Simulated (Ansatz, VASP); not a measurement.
Cu in VASP and in Ansatz

File POSCAR:

```
Cu
1.0
    0.0000000000      1.8075000000      1.8075000000
    1.8075000000      0.0000000000      1.8075000000
    1.8075000000      1.8075000000      0.0000000000
Cu
1
Direct
    0.0000000000      0.0000000000      0.0000000000
```

INCAR.step1

```
SYSTEM = Cu
  PREC = Accurate
  ENCUT = 520
  ISMEAR = 1
  SIGMA = 0.1
  LREAL = .FALSE.
  LASPH = .TRUE.
  NELM = 80
  NBANDS = 12
  GGA = PE
  ALGO = Normal
  EDIFF = 1E-4
  LWAVE = .TRUE.
  LCHARG = .FALSE.
```

The input INCAR.step2:

```
SYSTEM = Cu
  PREC = Accurate
  ENCUT = 520
  EDIFF = 1E-6
  ISMEAR = 1
  SIGMA = 0.1
  LREAL = .FALSE.
  LASPH = .TRUE.
  NELM = 80
  ALGO = Normal
  ISIF = 2
  LWAVE = .FALSE.
  LCHARG = .FALSE.
  METAGGA = R2SCAN
  LMIXTAU = .TRUE.
  NBANDS = 12
  ISTART = 1
```

KPOINTS

```
regular mesh
0
G
  11 11 11
  0 0 0
```

Input for Ansatz:

```yaml
crystal:
  lattice:
    - [0.0, 1.8075, 1.8075]
    - [1.8075, 0.0, 1.8075]
    - [1.8075, 1.8075, 0.0]
  atoms:
    - { symbol: Cu, position: [0.0, 0.0, 0.0] }
kpoints:
  mp_grid:
    grid: [11, 11, 11]
hamiltonian:
  xc: r2scan
scf:
  occupations:
    method: cold
    width: 0.1
output:
  forces: true
  stress: true
```

Alike in both runs: task single point; functional r2SCAN; k mesh 11 × 11 × 11; no spin polarisation.

|  | VASP | Ansatz |
| --- | --- | --- |
| version | VASP 6.6.1 | Ansatz 0.2.0 |
| potentials or method | VASP PAW PBE potentials, release 64 (Cu) | plane waves, PAW |
| plane-wave cutoff (eV) | 520 | 500 |
| occupations | methfessel-paxton of order 1, width 0.1 eV | cold, width 0.1 eV |
| valence electrons in the cell | 11 | 19 |

Ansatz gave:

- pressure (GPa): -5.1

**Question.** Which values does VASP return?

**Answer.** Pressure (GPa): -4.6.

VASP's potentials were made for PBE, not for r2SCAN. VASP's potentials hold 11 valence electrons a cell and Ansatz's 19, so a difference there can come from the potentials and not from the codes.
